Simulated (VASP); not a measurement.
Runs of VASP 6.6.1 on C. The structure is that of space group Fd-3m (No. 227), or close to it. The cells are those of the table. 

```tsv
cell	gap on the mesh (eV)	pressure (GPa)
a = 2.442 Å, angles 60.0°, 2 atoms	4.38	53.6
a = 2.531, b = 2.531, c = 2.406 Å, angles 61.6, 61.6, 56.8°, 2 atoms	3.01	24.3
a = 2.634, b = 2.634, c = 2.602 Å, angles 60.4, 60.4, 59.2°, 2 atoms	(b)	-39.4
a = 2.539, b = 2.539, c = 2.446 Å, angles 61.2, 61.2, 57.6°, 2 atoms	3.28	11.8
a = 2.646, b = 2.646, c = 2.581 Å, angles 60.8, 60.8, 58.4°, 2 atoms	3.33	-39.3
a = 2.607, b = 2.607, c = 2.544 Å, angles 60.8, 60.8, 58.4°, 2 atoms	3.41	-26.0
a = 2.600, b = 2.600, c = 2.504 Å, angles 61.2, 61.2, 57.6°, 2 atoms	3.16	-17.9
a = 2.575, b = 2.575, c = 2.606 Å, angles 59.6, 59.6, 60.8°, 2 atoms	3.41	-26.1
a = 2.546, b = 2.546, c = 2.607 Å, angles 59.2, 59.2, 61.6°, 2 atoms	2.88	-18.1
a = 2.596, b = 2.596, c = 2.564 Å, angles 60.4, 60.4, 59.2°, 2 atoms	3.70	-26.1
a = 2.593, b = 2.593, c = 2.465 Å, angles 61.6, 61.6, 56.8°, 2 atoms	2.90	-8.9
a = 2.485, b = 2.485, c = 2.424 Å, angles 60.8, 60.8, 58.4°, 2 atoms	3.68	(a)
```

Alike in all rows: task single point; level PBE; potentials or basis VASP PAW PBE potentials, release 64 (C); no spin polarisation; k mesh 12 × 12 × 12; cutoff (eV) 520; smearing gaussian 0.05 eV.

Question: Fill in the values left out.

Answer: (a) 38.1; (b) 3.61.

A k mesh can miss the band edges.
